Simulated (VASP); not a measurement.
Runs of VASP 6.6.1 on SrCl2. Symmetry: Fm-3m, No. 225, cubic system. Conventional cell: a = 6.995 Å, b = 6.995 Å, c = 6.995 Å, α = 90.00°, β = 90.00°, γ = 90.00°. Within 4.0 Å of Sr (site symmetry m-3m) lie 8 Cl at 3.03 Å. Cl (site symmetry -43m) has 4 Sr at 3.03 Å and 6 Cl at 3.50 Å within 4.0 Å. 

| level | smearing | grid for exact exchange (PRECFOCK) | share of exact exchange | screening parameter | gap on the mesh (eV) | pressure (GPa) |
| --- | --- | --- | --- | --- | --- | --- |
| PBE-based screened hybrid with 20 % exact exchange | gaussian 0.01 eV | Normal | 0.2 | 0.3 1/Å | (a) | 0.4 |
| PBE-based screened hybrid with 40 % exact exchange | gaussian 0.01 eV | Normal | 0.4 | 0.5 1/Å | 6.40 | (b) |
| PBE | methfessel-paxton 0.001 eV | - | - | - | 5.31 | 0.8 |
| PBE+D4 | gaussian 0.01 eV | - | - | - | 5.31 | -0.3 |
| PBE+D3(BJ) | gaussian 0.01 eV | - | - | - | 5.31 | -0.5 |

Alike in all rows: task single point; potentials or basis VASP PAW PBE potentials, release 64 (Sr_sv, Cl); no spin polarisation; cell as given; k mesh 4 × 4 × 4; cutoff (eV) 520.

Q: Estimate the missing entries.

A: (a) 6.14; (b) 0.0.

Caveats: the PAW data sets were made with another functional, which shifts forces and pressure a little (at least some runs).

A k mesh can miss the band edges, and the runs leave out spin-orbit coupling on Sr.
